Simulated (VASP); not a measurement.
# Ni in VASP: single point with PBE

Aim: the single point of Ni with PBE.

All numbers are computed with VASP 6.6.1; they aren't measurements. Logs are shortened: lines on timing, memory, paths and dates and some standing lists are left out, and cuts for length are marked.

## 1. The cell of the first run

The cell holds a slab with vacuum, 4 atoms: a = 2.488 Å, b = 3.519 Å, c = 19.732 Å, α = 90.00°, β = 90.00°, γ = 90.00°.

## 2. Single point, PBE, collinear spin, ferromagnetic start

File INCAR:

```
SYSTEM = Ni
  ALGO = Normal
  DIPOL = 0.5 0.5 0.500
  EDIFF = 1E-7
  ENCUT = 520
  GGA = PE
  IDIPOL = 3
  ISIF = 2
  ISMEAR = -1
  ISPIN = 2
  LASPH = .TRUE.
  LCHARG = .FALSE.
  LDIPOL = .TRUE.
  LMAXMIX = 4
  LORBIT = 11
  LREAL = .FALSE.
  LWAVE = .FALSE.
  MAGMOM = 1 1 1 1
  NBANDS = 32
  NELM = 150
  PREC = Accurate
  SIGMA = 0.05
```

File KPOINTS:

```
k-points
0
G
  15 10 1
  0 0 0
```

File POSCAR:

```
Ni
1.0
    2.4880369258      0.0000000000      0.0000000000
    0.0000000000      3.5186155641      0.0000000000
    0.0000000000      0.0000000000     19.7321000000
Ni
4
Direct
    0.2500000000      0.2500000000      0.4054318753
    0.7500000000      0.7500000000      0.4684772915
    0.2500000000      0.2500000000      0.5315227081
    0.7500000000      0.7500000000      0.5945681247
```

Potentials or basis: VASP PAW PBE potentials, release 64 (Ni).

Command:

```sh
cat potpaw_PBE.64/Ni/POTCAR > POTCAR
mpirun -np 1 vasp_std > vasp.out
```

OUTCAR:

```text
SYSTEM = Ni
   EDIFF = 1E-7
   ENCUT = 520
   GGA = PE
   ISIF = 2
   ISMEAR = -1
   ISPIN = 2
   LASPH = .TRUE.
   LORBIT = 11
   LREAL = .FALSE.
   NELM = 150
   PREC = Accurate

 ion  position               nearest neighbor table
   1  0.250  0.250  0.405-   3 2.49   2 2.49   2 2.49   2 2.49   2 2.49
   2  0.750  0.750  0.468-   1 2.49   1 2.49   1 2.49   1 2.49   3 2.49   3 2.49   3 2.49   3 2.49
                             4 2.49
   3  0.250  0.250  0.532-   1 2.49   2 2.49   4 2.49   2 2.49   4 2.49   2 2.49   4 2.49   2 2.49
                             4 2.49
   4  0.750  0.750  0.595-   3 2.49   3 2.49   3 2.49   3 2.49   2 2.49

  LATTYP: Found a simple orthorhombic cell.
 ALAT       =     2.4880369258
 B/A-ratio  =     1.4142135624
 C/A-ratio  =     7.9307906548

  Lattice vectors:

 A1 = (   2.4880369258,   0.0000000000,   0.0000000000)
 A2 = (   0.0000000000,   3.5186155641,   0.0000000000)
 A3 = (   0.0000000000,   0.0000000000,  19.7321000000)

Analysis of symmetry for initial positions (statically):
=====================================================================
 Subroutine PRICEL returns:
 Original cell was already a primitive cell.

 Routine SETGRP: Setting up the symmetry group for a
 simple orthorhombic supercell.

 Subroutine GETGRP returns: Found  8 space group operations
 (whereof  2 operations were pure point group operations)
 out of a pool of  8 trial point group operations.

The static configuration has the point symmetry S_2 .
 The point group associated with its full space group is D_2h.

Analysis of symmetry for dynamics (positions and initial velocities):
=====================================================================
 Subroutine PRICEL returns:
 Original cell was already a primitive cell.

 Routine SETGRP: Setting up the symmetry group for a
 simple orthorhombic supercell.

 Subroutine GETGRP returns: Found  8 space group operations
 (whereof  2 operations were pure point group operations)
 out of a pool of  8 trial point group operations.

The dynamic configuration has the point symmetry S_2 .
 The point group associated with its full space group is D_2h.

Analysis of structural, dynamic, and magnetic symmetry:
=====================================================================
 Subroutine PRICEL returns:
 Original cell was already a primitive cell.

 Routine SETGRP: Setting up the symmetry group for a
 simple orthorhombic supercell.

 Subroutine GETGRP returns: Found  8 space group operations
 (whereof  2 operations were pure point group operations)
 out of a pool of  8 trial point group operations.

The overall configuration has the point symmetry S_2 .
 The point group associated with its full space group is D_2h.

 Subroutine INISYM returns: Found  8 space group operations
 (whereof  2 operations are pure point group operations),
 and found     1 'primitive' translations

----------------------------------------------------------------------------------------

                                     Primitive cell

  volume of cell :     172.7436

  direct lattice vectors                    reciprocal lattice vectors
     2.488036926  0.000000000  0.000000000     0.401923295  0.000000000  0.000000000
     0.000000000  3.518615564  0.000000000     0.000000000  0.284202688  0.000000000
     0.000000000  0.000000000 19.732100000     0.000000000  0.000000000  0.050678843

  length of vectors
     2.488036926  3.518615564 19.732100000     0.401923295  0.284202688  0.050678843

  position of ions in fractional coordinates (direct lattice)
     0.250000000  0.250000000  0.405431875
     0.750000000  0.750000000  0.468477292
     0.250000000  0.250000000  0.531522708
     0.750000000  0.750000000  0.594568125

  ion indices of the primitive-cell ions
   primitive index   ion index
                 1           1
                 2           2
                 3           3
                 4           4

----------------------------------------------------------------------------------------

 KPOINTS: k-points

Automatic generation of k-mesh.
 Grid dimensions read from file:
 generate k-points for:   15   10    1
[... 26 lines left out ...]
  0.333333  0.000000  0.000000      2.000000
[... 16 lines left out ...]
  0.400000  0.200000  0.000000      4.000000
  0.466667  0.200000  0.000000      4.000000
 [... further k-points ...]
   k-points           NKPTS =     48   k-points in BZ     NKDIM =     48   number of bands    NBANDS=     32
   number of dos      NEDOS =    301   number of ions     NIONS =      4
   total plane-waves  NPLWV =  84000
   dimension x,y,z NGX =    20 NGY =   28 NGZ =  150
   dimension x,y,z NGXF=    40 NGYF=   56 NGZF=  300
   ions per type =               4
   NGX,Y,Z   is equivalent  to a cutoff of  13.36, 13.23, 12.64 a.u.
   NGXF,Y,Z  is equivalent  to a cutoff of  26.73, 26.46, 25.28 a.u.
 SYSTEM =  Ni
   PREC   = accura    normal or accurate (medium, high low for compatibility)
   ISTART =      0    job   : 0-new  1-cont  2-samecut
   ICHARG =      2    charge: 1-file 2-atom 10-const
   ISPIN  =      2    spin polarized calculation?
   LNONCOLLINEAR =      F non collinear calculations
   LSORBIT =      F    spin-orbit coupling
   LASPH  =      T    aspherical Exc in radial PAW
   ENCUT  =  520.0 eV  38.22 Ry    6.18 a.u.   4.63  6.54 36.69*2*pi/ulx,y,z
   NELM   =    150;   NELMIN=  2; NELMDL= -5     # of ELM steps
   EDIFF  = 0.1E-06   stopping-criterion for ELM
   LREAL  =      F    real-space projection
   EDIFFG = 0.1E-05   stopping-criterion for IOM
   NSW    =      0    number of steps for IOM
   IBRION =     -1    ionic relax: 0-MD 1-quasi-New 2-CG
   NFREE  =      0    steps in history (QN), initial steepest desc. (CG)
   ISIF   =      2    stress and relaxation
   ISYM   =      2    0-nonsym 1-usesym 2-fastsym
   POTIM  = 0.5000    time-step for ionic-motion
   TEBEG  =    0.0;   TEEND  =   0.0 temperature during run
   PSTRESS=    0.0 pullay stress
   NELECT =      40.0000    total number of electrons
   NUPDOWN=      -1.0000    fix difference up-down
   EMIN   =  10.00;   EMAX   =-10.00  energy-range for DOS
   EFERMI =   0.00;   METHOD = LEGACY
   ISMEAR =    -1;   SIGMA  =   0.05  broadening in eV -4-tet -1-fermi 0-gaus
   EFERMI_NEDOS =   21; number of points for ismear=-14 and -15
   IALGO  =     38    algorithm
   IMIX   =      4    mixing-type and parameters
     AMIX     =   0.40;   BMIX     =  1.00
     AMIX_MAG =   1.60;   BMIX_MAG =  1.00
  volume/ion in A,a.u.               =      43.19       291.43
  Fermi-wavevector in a.u.,A,eV,Ry     =   1.005297  1.899735 13.750335  1.010621
  Thomas-Fermi vector in A             =   2.137967
   LORBIT       =     11    0 simple, 1 ext, 2 COOP (PROOUT), +10 PAW based schemes
   GGA     = PE    functional components
   LHFCALC =     F    Hartree Fock is set to
   AEXX    =    0.0000 exact exchange contribution
   IVDW    =     0    specifies the selected vdW correction
   LEPSILON=     F    determine dielectric tensor
   LRPA    =     F    only Hartree local field effects (RPA)
 spin polarized calculation
  energy-cutoff  :      520.00
  volume of cell :      172.74
 maximum number of plane-waves:      4705
 NGX is ok and might be reduce to    20
   NGX =  9   NGY = 13   NGZ = 73

 number of electron      40.0000005 magnetization       2.8210466

 dipolmoment           0.000000      0.000000      0.000000 electrons x Angstroem

 Free energy of the ion-electron system (eV)
  ---------------------------------------------------
  ext. energy  EPLUGINS =         0.00000000
  ---------------------------------------------------
  free energy    TOTEN  =       -19.32897769 eV

  energy without entropy =      -19.25267062  energy(sigma->0) =      -19.29082416

 E-fermi :  -0.8737     XC(G=0):  -4.4089

 val. band max:       -0.8744216062   @ k =   0.4667   0.2000   0.0000
 cond. band min:      -0.8714696173   @ k =   0.0667   0.4000   0.0000
 fundamental gap:      0.0029519889
 Fermi energy:        -0.8737279723

 spin component 1

 k-point     1 :       0.0000    0.0000    0.0000
  band No.  band energies     occupation
      1      -8.6684      1.00000
      2      -6.0220      1.00000
      3      -4.9465      1.00000
      4      -4.4623      1.00000
      5      -4.3100      1.00000
      6      -3.6070      1.00000
[... 829 lines left out ...]
     31       9.3475      0.00000
     32       9.5561      0.00000

 [... further k-points ...]

 spin component 2

 k-point     1 :       0.0000    0.0000    0.0000
  band No.  band energies     occupation
      1      -8.6971      1.00000
      2      -5.9737      1.00000
      3      -4.4743      1.00000
      4      -3.8634      1.00000
      5      -3.8042      1.00000
      6      -3.1545      1.00000
[... 829 lines left out ...]
     31       9.4522      0.00000
     32       9.5902      0.00000

 [... further k-points ...]

------------------------ aborting loop because EDIFF is reached ----------------------------------------

 vacuum level on the upper side and lower side of the slab       (xc-potential included)        -0.000        -0.000

  FORCE on cell =-STRESS in cart. coord.  units (eV):
  Direction    XX          YY          ZZ          XY          YZ          ZX
  --------------------------------------------------------------------------------------
  -------------------------------------------------------------------------------------
  Total       -2.6974345     -3.1214468     -1.8674291     -0.0000000      0.0000000      0.0000000
  in kB      -25.0184005    -28.9510665    -17.3201942     -0.0000000      0.0000000      0.0000000
  external PRESSURE =     -23.7632204 kB  Pullay stress =       0.0000000 kB

 VOLUME and BASIS-vectors are now :
 -----------------------------------------------------------------------------
  energy-cutoff  :      520.00
  volume of cell :      172.74
      direct lattice vectors                 reciprocal lattice vectors
     2.488036926  0.000000000  0.000000000     0.401923295  0.000000000  0.000000000
     0.000000000  3.518615564  0.000000000     0.000000000  0.284202688  0.000000000
     0.000000000  0.000000000 19.732100000     0.000000000  0.000000000  0.050678843

 POSITION                                       TOTAL-FORCE (eV/Angst)
 -----------------------------------------------------------------------------------
      0.62201      0.87965      8.00002         0.000000      0.000000      0.578868
      1.86603      2.63896      9.24404         0.000000      0.000000     -0.240304
      0.62201      0.87965     10.48806         0.000000      0.000000      0.240304
      1.86603      2.63896     11.73208         0.000000      0.000000     -0.578868
 -----------------------------------------------------------------------------------
    total drift:                               -0.000000      0.000000      0.000005

  FREE ENERGIE OF THE ION-ELECTRON SYSTEM (eV)
  ---------------------------------------------------
  free  energy   TOTEN  =       -19.3289776921 eV

  energy  without entropy=      -19.2526706248  energy(sigma->0) =      -19.29082416

 vacuum level on the upper side and lower side of the slab         3.528         3.528

 total charge

# of ion       s       p       d       tot
------------------------------------------
    1        0.460   0.290   8.328   9.078
    2        0.489   0.463   8.299   9.252
    3        0.489   0.463   8.299   9.252
    4        0.460   0.290   8.328   9.078
--------------------------------------------------
tot          1.897   1.508  33.255  36.660

 magnetization (x)

# of ion       s       p       d       tot
------------------------------------------
    1       -0.001  -0.017   0.778   0.759
    2       -0.008  -0.026   0.716   0.682
    3       -0.008  -0.026   0.716   0.682
    4       -0.001  -0.017   0.778   0.759
--------------------------------------------------
tot         -0.017  -0.086   2.987   2.883
```

Wall time 32 min (1 thread of Intel Xeon 8259CL, shared host); peak memory 0.57 GiB.

Results:

```
Free energy                                           : -19.3290 eV
Largest force                                         : 0.579 eV/Å
Net moment                                            : 2.82 μB per cell
Site moments                                          : Ni +0.76, +0.68 (each value once) μB
Valence electrons inside the program's atomic spheres : Ni 9.08, 9.25 (each value once)
```

Forces in eV/Å, atoms in the order of the input:
```
Ni   0.000  0.000  0.579
Ni   0.000  0.000 -0.240
Ni   0.000  0.000  0.240
Ni   0.000  0.000 -0.579
```
